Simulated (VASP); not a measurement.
MgS (Niningerite):

```
CELL_PARAMETERS angstrom
0.00000 2.60165 2.60165
2.60165 0.00000 2.60165
2.60165 2.60165 0.00000
ATOMIC_POSITIONS crystal
Mg 0.00000 0.00000 0.00000
S 0.50000 0.50000 0.50000
```

```yaml
Program: VASP 6.6.1
Task: relaxation of cell and atoms
Functional: LDA
Potentials_or_basis: VASP PAW LDA potentials, release 64 (Mg, S)
Cutoff: 600 eV
k_mesh: 8 × 8 × 8
Occupations: fermi-dirac, width 0.02 eV
Spin: no spin polarisation
```

At the start: pressure -3.8 GPa; volume 17.61 Å³/atom.

Task: Where does the relaxation end?

Result: Over 3 steps the energy falls by 10.6 meV/atom and the volume is 16.76 Å³/atom (-4.8 %); space group Fm-3m (No. 225, to 0.05 Å).

Step by step:
| step | energy change (eV) | largest force (eV/Å) | pressure (GPa) | volume (Å³) |
| --- | --- | --- | --- | --- |
| 1 | 0.0000 | 0.0000 | -3.83 | 35.22 |
| 2 | -0.0200 | 0.0000 | 1.05 | 33.12 |
| 3 | -0.0212 | 0.0000 | -0.01 | 33.51 |

Final structure:
```
Mg S
1.0
     0.00000    2.55894    2.55894
     2.55894    0.00000    2.55894
     2.55894    2.55894    0.00000
Mg S
1 1
Direct
  0.00000 0.00000 0.00000
  0.50000 0.50000 0.50000
```
